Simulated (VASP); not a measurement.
Here is a VASP 6.6.1 calculation.

Contents of INCAR:

```
SYSTEM = TiO2
PREC = Accurate
ENCUT = 520
EDIFF = 1E-8
ISMEAR = -1
SIGMA = 0.08
LREAL = .FALSE.
LASPH = .TRUE.
NELM = 60
ALGO = Normal
ISIF = 2
LWAVE = .FALSE.
LCHARG = .FALSE.
LEFG = .TRUE.
NBANDS = 33
```

Contents of KPOINTS:

```
regular mesh
0
G
  13 13 13
  0 0 0
```

POSCAR

```
TiO2
1.0
   -1.8925000000      1.8925000000      4.8521400000
    1.8925000000     -1.8925000000      4.8521400000
    1.8925000000      1.8925000000     -4.8521400000
Ti O
2 4
Direct
    0.0000000000      0.0000000000      0.0000000000
    0.7500000000      0.2500000000      0.5000000000
    0.2066000000      0.2066000000      0.0000000000
    0.9566000000      0.4566000000      0.5000000000
    0.5434000000      0.0434000000      0.5000000000
    0.7934000000      0.7934000000      0.0000000000
```

Potentials or basis: VASP PAW LDA potentials, release 64 (Ti_sv, O).

Run with:

```sh
$ cat potpaw_LDA.64/Ti_sv/POTCAR potpaw_LDA.64/O/POTCAR > POTCAR
$ mpirun -np 1 vasp_std > vasp.out
```

(1) What does it give for the pressure?

(2) What does it give for the largest force?

Results:

(1) -9.0 GPa.

(2) 0.208 eV/Å.

Caveat: the cell differs from its parent crystal (zz strain of +2 %); the cell stands under tension; without QUAD_EFG the Cq values of the log hold for a quadrupole moment of 1 mb, not for the nuclei.
